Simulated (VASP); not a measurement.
Here is a VASP 6.6.1 calculation.

INCAR

```
  PREC = Accurate
  ENCUT = 520
  EDIFF = 1E-6
  ISMEAR = -1
  SIGMA = 0.05
  LREAL = False
  LASPH = True
  NELM = 100
  ALGO = Normal
  ISIF = 2
  LWAVE = False
  LCHARG = False
  GGA = PS
  NBANDS = 15
```

The input KPOINTS:

```
regular mesh
0
Gamma
  8 8 8
```

Contents of POSCAR:

```
Al2Pt
1.0
    0.0000000000      2.9938860383      2.9938860383
    2.9938860383      0.0000000000      2.9938860383
    2.9938860383      2.9938860383      0.0000000000
Pt Al
1 2
Direct
    0.0000000000      0.0000000000      0.0000000000
    0.7500000000      0.7500000000      0.7500000000
    0.2500000000      0.2500000000      0.2500000000
```

Potentials or basis: VASP PAW PBE potentials, release 64 (Pt, Al).

Run with:

```sh
$ cat potpaw_PBE.64/Pt/POTCAR potpaw_PBE.64/Al/POTCAR > POTCAR
$ mpirun -np 1 vasp_std > vasp.out
```

Problem. Predict the pressure.

Solution. -5.8 GPa.

Problem. Estimate the band gap on the k mesh.

Solution. Zero (band 8 reaches 11.10 eV, above the bottom of band 9 at 5.81 eV).

Caveat: the PAW data sets were made with another functional, which shifts forces and pressure a little; spin-orbit coupling is left out, which moves the levels of the heavy elements.
